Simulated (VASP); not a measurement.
# HfN (Fm-3m) in VASP: notebook

HfN is run at these levels: PBE; tasks: single point.

Everything below comes from runs of VASP 6.6.1. Logs are shortened: lines on timing, memory, paths and dates and some standing lists are left out, and cuts for length are marked.

## Step 1: The cell of the first run

The structure is cubic, space group Fm-3m (No. 225). The conventional cell has a = 4.512 Å, b = 4.512 Å, c = 4.512 Å, α = 90.00°, β = 90.00°, γ = 90.00°. Hf (site symmetry m-3m) has 6 N at 2.26 Å within 3.0 Å. N (site symmetry m-3m) has 6 Hf at 2.26 Å within 3.0 Å.

## Step 2: Single point, PBE

INCAR

```
ALGO = Normal
EDIFF = 1E-6
ENCUT = 600
GGA = PE
GGA_COMPAT = False
ISIF = 2
ISMEAR = -1
LASPH = True
LCHARG = False
LREAL = False
LWAVE = False
NBANDS = 14
NELM = 120
PREC = Accurate
SIGMA = 0.02
```

KPOINTS

```
k-points
0
Gamma
  5 5 5
```

POSCAR

```
HfN
1.0
    0.0000000000      2.2560000000      2.2560000000
    2.2560000000      0.0000000000      2.2560000000
    2.2560000000      2.2560000000      0.0000000000
Hf N
1 1
Direct
    0.0000000000      0.0000000000      0.0000000000
    0.5000000000      0.5000000000      0.5000000000
```

Potentials or basis: VASP PAW PBE potentials, release 64 (Hf_pv, N).

Launch:

```console
cat potpaw_PBE.64/Hf_pv/POTCAR potpaw_PBE.64/N/POTCAR > POTCAR
mpirun -np 1 vasp_std > vasp.out
```

OUTCAR:

```text
EDIFF = 1E-6
   ENCUT = 600
   GGA = PE
   ISIF = 2
   ISMEAR = -1
   LASPH = True
   LREAL = False
   NELM = 120
   PREC = Accurate

 ion  position               nearest neighbor table
   1  0.000  0.000  0.000-   2 2.26   2 2.26   2 2.26   2 2.26   2 2.26   2 2.26
   2  0.500  0.500  0.500-   1 2.26   1 2.26   1 2.26   1 2.26   1 2.26   1 2.26

  LATTYP: Found a face centered cubic cell.
 ALAT       =     4.5120000000

  Lattice vectors:

 A1 = (   0.0000000000,   2.2560000000,   2.2560000000)
 A2 = (   2.2560000000,   0.0000000000,   2.2560000000)
 A3 = (   2.2560000000,   2.2560000000,   0.0000000000)

Analysis of symmetry for initial positions (statically):
=====================================================================
 Subroutine PRICEL returns:
 Original cell was already a primitive cell.

 Routine SETGRP: Setting up the symmetry group for a
 face centered cubic supercell.

 Subroutine GETGRP returns: Found 48 space group operations
 (whereof 48 operations were pure point group operations)
 out of a pool of 48 trial point group operations.

The static configuration has the point symmetry O_h .

Analysis of symmetry for dynamics (positions and initial velocities):
=====================================================================
 Subroutine PRICEL returns:
 Original cell was already a primitive cell.

 Routine SETGRP: Setting up the symmetry group for a
 face centered cubic supercell.

 Subroutine GETGRP returns: Found 48 space group operations
 (whereof 48 operations were pure point group operations)
 out of a pool of 48 trial point group operations.

The dynamic configuration has the point symmetry O_h .

 Subroutine INISYM returns: Found 48 space group operations
 (whereof 48 operations are pure point group operations),
 and found     1 'primitive' translations

----------------------------------------------------------------------------------------

                                     Primitive cell

  volume of cell :      22.9640

  direct lattice vectors                    reciprocal lattice vectors
     0.000000000  2.256000000  2.256000000    -0.221631206  0.221631206  0.221631206
     2.256000000  0.000000000  2.256000000     0.221631206 -0.221631206  0.221631206
     2.256000000  2.256000000  0.000000000     0.221631206  0.221631206 -0.221631206

  length of vectors
     3.190465797  3.190465797  3.190465797     0.383876509  0.383876509  0.383876509

  position of ions in fractional coordinates (direct lattice)
     0.000000000  0.000000000  0.000000000
     0.500000000  0.500000000  0.500000000

  ion indices of the primitive-cell ions
   primitive index   ion index
                 1           1
                 2           2

----------------------------------------------------------------------------------------

 KPOINTS: k-points

Automatic generation of k-mesh.
 Grid dimensions read from file:
 generate k-points for:    5    5    5

 Generating k-lattice:

  Cartesian coordinates                     Fractional coordinates (reciprocal lattice)
    -0.044326241  0.044326241  0.044326241     0.200000000  0.000000000  0.000000000
     0.044326241 -0.044326241  0.044326241     0.000000000  0.200000000  0.000000000
     0.044326241  0.044326241 -0.044326241     0.000000000  0.000000000  0.200000000

  Length of vectors
     0.076775302  0.076775302  0.076775302

  Shift w.r.t. Gamma in fractional coordinates (k-lattice)
     0.000000000  0.000000000  0.000000000

 Subroutine IBZKPT returns following result:
 ===========================================

 Found     10 irreducible k-points:

 Following reciprocal coordinates:
            Coordinates               Weight
  0.000000  0.000000  0.000000      1.000000
  0.200000  0.000000  0.000000      8.000000
  0.400000  0.000000  0.000000      8.000000
  0.200000  0.200000  0.000000      6.000000
  0.400000  0.200000  0.000000     24.000000
 -0.400000  0.200000  0.000000     24.000000
 -0.200000  0.200000  0.000000     12.000000
  0.400000  0.400000  0.000000      6.000000
 -0.400000  0.400000  0.000000     12.000000
 -0.400000  0.400000  0.200000     24.000000
   k-points           NKPTS =     10   k-points in BZ     NKDIM =     10   number of bands    NBANDS=     14
   number of dos      NEDOS =    301   number of ions     NIONS =      2
   total plane-waves  NPLWV =  21952
   dimension x,y,z NGX =    28 NGY =   28 NGZ =   28
   dimension x,y,z NGXF=    56 NGYF=   56 NGZF=   56
   ions per type =               1   1
   NGX,Y,Z   is equivalent  to a cutoff of  14.59, 14.59, 14.59 a.u.
   NGXF,Y,Z  is equivalent  to a cutoff of  29.18, 29.18, 29.18 a.u.
 SYSTEM =  unknown system
   PREC   = accura    normal or accurate (medium, high low for compatibility)
   ISTART =      0    job   : 0-new  1-cont  2-samecut
   ICHARG =      2    charge: 1-file 2-atom 10-const
   ISPIN  =      1    spin polarized calculation?
   LNONCOLLINEAR =      F non collinear calculations
   LSORBIT =      F    spin-orbit coupling
   LASPH  =      T    aspherical Exc in radial PAW
   ENCUT  =  600.0 eV  44.10 Ry    6.64 a.u.   6.37  6.37  6.37*2*pi/ulx,y,z
   NELM   =    120;   NELMIN=  2; NELMDL= -5     # of ELM steps
   EDIFF  = 0.1E-05   stopping-criterion for ELM
   LREAL  =      F    real-space projection
   EDIFFG = 0.1E-04   stopping-criterion for IOM
   NSW    =      0    number of steps for IOM
   IBRION =     -1    ionic relax: 0-MD 1-quasi-New 2-CG
   NFREE  =      0    steps in history (QN), initial steepest desc. (CG)
   ISIF   =      2    stress and relaxation
   ISYM   =      2    0-nonsym 1-usesym 2-fastsym
   POTIM  = 0.5000    time-step for ionic-motion
   TEBEG  =    0.0;   TEEND  =   0.0 temperature during run
   PSTRESS=    0.0 pullay stress
   NELECT =      15.0000    total number of electrons
   NUPDOWN=      -1.0000    fix difference up-down
   EMIN   =  10.00;   EMAX   =-10.00  energy-range for DOS
   EFERMI =   0.00;   METHOD = LEGACY
   ISMEAR =    -1;   SIGMA  =   0.02  broadening in eV -4-tet -1-fermi 0-gaus
   EFERMI_NEDOS =   21; number of points for ismear=-14 and -15
   IALGO  =     38    algorithm
   IMIX   =      4    mixing-type and parameters
     AMIX     =   0.40;   BMIX     =  1.00
     AMIX_MAG =   1.60;   BMIX_MAG =  1.00
  volume/ion in A,a.u.               =      11.48        77.48
  Fermi-wavevector in a.u.,A,eV,Ry     =   1.420440  2.684242 27.451783  2.017649
  Thomas-Fermi vector in A             =   2.541355
   LORBIT       =      0    0 simple, 1 ext, 2 COOP (PROOUT), +10 PAW based schemes
   GGA     = PE    functional components
   LHFCALC =     F    Hartree Fock is set to
   AEXX    =    0.0000 exact exchange contribution
   IVDW    =     0    specifies the selected vdW correction
   LEPSILON=     F    determine dielectric tensor
   LRPA    =     F    only Hartree local field effects (RPA)
 non-spin polarized calculation
  energy-cutoff  :      600.00
  volume of cell :       22.96
 maximum number of plane-waves:       785
 NGX is ok and might be reduce to    28
   NGX = 13   NGY = 13   NGZ = 13

 number of electron      15.0000002 magnetization

 Free energy of the ion-electron system (eV)
  ---------------------------------------------------
  ext. energy  EPLUGINS =         0.00000000
  ---------------------------------------------------
  free energy    TOTEN  =       -21.76846330 eV

  energy without entropy =      -21.76314258  energy(sigma->0) =      -21.76580294

 E-fermi :   8.5073     XC(G=0): -12.7547

 val. band max:        8.0708205005   @ k =   0.0000   0.0000   0.0000
 cond. band min:       8.5089621599   @ k =  -0.4000   0.4000   0.2000
 fundamental gap:      0.4381416594
 Fermi energy:         8.5072901748

 k-point     1 :       0.0000    0.0000    0.0000
  band No.  band energies     occupation
      1     -22.7220      2.00000
      2     -22.7220      2.00000
      3     -22.7220      2.00000
      4      -9.1152      2.00000
      5       5.3863      2.00000
      6       5.3863      2.00000
      7       5.3863      2.00000
      8       8.0708      2.00000
      9       8.0708      2.00000
     10       8.0708      2.00000
     11      10.2540      0.00000
     12      10.3964      0.00000
     13      10.3964      0.00000
     14      17.9925      0.00000

 k-point     2 :       0.2000    0.0000    0.0000
  band No.  band energies     occupation
      1     -23.0802      2.00000
      2     -22.7525      2.00000
      3     -22.7525      2.00000
      4      -8.2687      2.00000
      5       2.7903      2.00000
      6       3.8461      2.00000
      7       3.8461      2.00000
      8       8.6817      0.00033
      9       9.2153      0.00000
     10       9.2153      0.00000
     11      12.4065      0.00000
     12      12.8087      0.00000
     13      12.8087      0.00000
     14      20.5878      0.00000

 k-point     3 :       0.4000    0.0000    0.0000
  band No.  band energies     occupation
      1     -23.6072      2.00000
      2     -22.8012      2.00000
      3     -22.8012      2.00000
      4      -6.6984      2.00000
      5      -0.0186      2.00000
      6       2.4082      2.00000
      7       2.4082      2.00000
      8      10.6009      0.00000
      9      11.5728      0.00000
     10      11.5728      0.00000
     11      13.7078      0.00000
     12      16.4454      0.00000
     13      16.4454      0.00000
     14      20.5010      0.00000

 k-point     4 :       0.2000    0.2000    0.0000
  band No.  band energies     occupation
      1     -23.0492      2.00000
      2     -22.8309      2.00000
      3     -22.8309      2.00000
      4      -8.1957      2.00000
      5       2.0515      2.00000
      6       4.6377      2.00000
      7       4.6377      2.00000
      8       6.5002      2.00000
      9      10.7051      0.00000
     10      10.7051      0.00000
     11      11.0348      0.00000
     12      11.1762      0.00000
     13      15.5408      0.00000
     14      20.6465      0.00000

 k-point     5 :       0.4000    0.2000    0.0000
  band No.  band energies     occupation
      1     -23.4224      2.00000
      2     -22.9273      2.00000
      3     -22.8944      2.00000
      4      -7.3686      2.00000
      5       1.1326      2.00000
      6       2.9955      2.00000
      7       3.5543      2.00000
      8       7.4074      2.00000
      9      12.3745      0.00000
     10      12.4434      0.00000
     11      13.4609      0.00000
     12      13.6582      0.00000
     13      17.3399      0.00000
     14      20.2507      0.00000

 k-point     6 :      -0.4000    0.2000    0.0000
  band No.  band energies     occupation
      1     -23.5485      2.00000
      2     -23.0450      2.00000
      3     -22.8565      2.00000
      4      -6.8331      2.00000
      5       0.4642      2.00000
      6       2.5724      2.00000
      7       2.6629      2.00000
      8      10.2166      0.00000
      9      11.1834      0.00000
     10      11.9028      0.00000
     11      14.5532      0.00000
     12      17.0002      0.00000
     13      17.4363      0.00000
     14      19.3175      0.00000

 k-point     7 :      -0.2000    0.2000    0.0000
  band No.  band energies     occupation
      1     -23.3243      2.00000
      2     -22.9628      2.00000
      3     -22.7687      2.00000
      4      -7.3959      2.00000
      5       1.1248      2.00000
      6       2.7156      2.00000
      7       3.4457      2.00000
      8       9.4955      0.00000
      9       9.7734      0.00000
     10      11.7124      0.00000
     11      12.1195      0.00000
     12      15.0418      0.00000
     13      16.1978      0.00000
     14      20.6241      0.00000

 k-point     8 :       0.4000    0.4000    0.0000
  band No.  band energies     occupation
      1     -23.4648      2.00000
      2     -23.0045      2.00000
      3     -23.0045      2.00000
      4      -7.9097      2.00000
      5       2.3803      2.00000
      6       4.6466      2.00000
      7       4.6466      2.00000
      8       4.8250      2.00000
      9      12.2854      0.00000
     10      13.3982      0.00000
     11      13.6752      0.00000
     12      13.6752      0.00000
     13      17.2602      0.00000
     14      18.6854      0.00000

 k-point     9 :      -0.4000    0.4000    0.0000
  band No.  band energies     occupation
      1     -23.4350      2.00000
      2     -23.1923      2.00000
      3     -22.9817      2.00000
      4      -7.6264      2.00000
      5       2.5953      2.00000
      6       2.9172      2.00000
      7       3.7893      2.00000
      8       6.8284      2.00000
      9      12.7602      0.00000
     10      13.2611      0.00000
     11      14.3311      0.00000
     12      14.5907      0.00000
     13      16.9353      0.00000
     14      18.9549      0.00000

 k-point    10 :      -0.4000    0.4000    0.2000
  band No.  band energies     occupation
      1     -23.4024      2.00000
      2     -23.1721      2.00000
      3     -22.9814      2.00000
      4      -7.3173      2.00000
      5       1.7120      2.00000
      6       2.9258      2.00000
      7       3.0633      2.00000
      8       8.5090      0.95822
      9      11.0272      0.00000
     10      13.4532      0.00000
     11      13.5557      0.00000
     12      15.6983      0.00000
     13      18.3047      0.00000
     14      19.5126      0.00000

------------------------ aborting loop because EDIFF is reached ----------------------------------------

  FORCE on cell =-STRESS in cart. coord.  units (eV):
  Direction    XX          YY          ZZ          XY          YZ          ZX
  --------------------------------------------------------------------------------------
  -------------------------------------------------------------------------------------
  Total        0.5624833      0.5624833      0.5624833     -0.0000000     -0.0000000      0.0000000
  in kB       39.2439694     39.2439694     39.2439694     -0.0000000     -0.0000000      0.0000000
  external PRESSURE =      39.2439694 kB  Pullay stress =       0.0000000 kB

 VOLUME and BASIS-vectors are now :
 -----------------------------------------------------------------------------
  energy-cutoff  :      600.00
  volume of cell :       22.96
      direct lattice vectors                 reciprocal lattice vectors
     0.000000000  2.256000000  2.256000000    -0.221631206  0.221631206  0.221631206
     2.256000000  0.000000000  2.256000000     0.221631206 -0.221631206  0.221631206
     2.256000000  2.256000000  0.000000000     0.221631206  0.221631206 -0.221631206

 POSITION                                       TOTAL-FORCE (eV/Angst)
 -----------------------------------------------------------------------------------
      0.00000      0.00000      0.00000        -0.000000      0.000000     -0.000000
      2.25600      2.25600      2.25600         0.000000     -0.000000      0.000000
 -----------------------------------------------------------------------------------
    total drift:                                0.000000      0.000000      0.000000

  FREE ENERGIE OF THE ION-ELECTRON SYSTEM (eV)
  ---------------------------------------------------
  free  energy   TOTEN  =       -21.7684633005 eV

  energy  without entropy=      -21.7631425780  energy(sigma->0) =      -21.76580294
```

It took 4.3 s on 1 thread of AMD EPYC 9R45 (Zen 5), shared host; peak memory 0.13 GiB.

Results:

```yaml
Free_energy: -21.7685 eV
Pressure: 3.9 GPa
Band_gap_on_the_k_mesh: zero (an odd number of electrons rules out a gap without spin polarisation)
```

Caveat: the k points lie up to 0.48 Å⁻¹ apart, too coarse for converged energies and pressures of a metal; spin-orbit coupling is left out, which moves the levels of the heavy elements.

## Step 3: Single point, PBE

INCAR

```
SYSTEM = HfN
PREC     = Accurate       ! precision mode
ENCUT    = 600            ! plane-wave cutoff, eV
EDIFF    = 1E-6           ! SCF threshold, eV
ISMEAR   = 0              ! smearing method
SIGMA    = 0.03           ! smearing width, eV
LREAL    = .False.        ! projectors in reciprocal space
LASPH    = .True.         ! aspherical terms in the spheres
NELM     = 120            ! most SCF steps
ALGO     = Normal         ! electronic algorithm
ISIF     = 2              ! what is computed and relaxed
LWAVE    = .False.        ! write WAVECAR
LCHARG   = .False.        ! write CHGCAR
GGA      = PE             ! functional
NBANDS   = 14             ! bands
GGA_COMPAT= .False.
```

KPOINTS

```
regular mesh
0
Gamma
  10 10 10
  0 0 0
```

POSCAR is that of step 2.

Potentials or basis: VASP PAW PBE potentials, release 64 (Hf_pv, N).

Launch:

```console
cat potpaw_PBE.64/Hf_pv/POTCAR potpaw_PBE.64/N/POTCAR > POTCAR
mpirun -np 1 vasp_std > vasp.out
```

Run time: 13 s. Hardware: 1 thread of AMD EPYC 9R45 (Zen 5), shared host; peak memory 0.14 GiB.

The run converged. Its results:

| Item | Value |
| --- | --- |
| Free energy | -21.7473 eV |
| Pressure | 4.1 GPa |
| Band gap on the k mesh | zero (an odd number of electrons rules out a gap without spin polarisation) |

Levels at points of the mesh, in eV from the Fermi level:
| k point | band 6 | band 7 | band 8 | band 9 | band 10 | band 11 |
| --- | --- | --- | --- | --- | --- | --- |
| (0.00, 0.00, 0.00) | -3.07 | -3.07 | -0.38 | -0.38 | -0.38 | 1.80 |
| (0.50, 0.00, 0.00) | -6.24 | -6.24 | 3.26 | 3.69 | 3.69 | 4.42 |
| (0.50, 0.50, 0.00) | -3.86 | -3.74 | -3.74 | 4.09 | 5.53 | 5.53 |

Caveat: the cell stands under pressure; spin-orbit coupling is left out, which moves the levels of the heavy elements.

[end of part 1 of 2]

The gap in the log of VASP goes by the Fermi energy; the results here count the filled bands.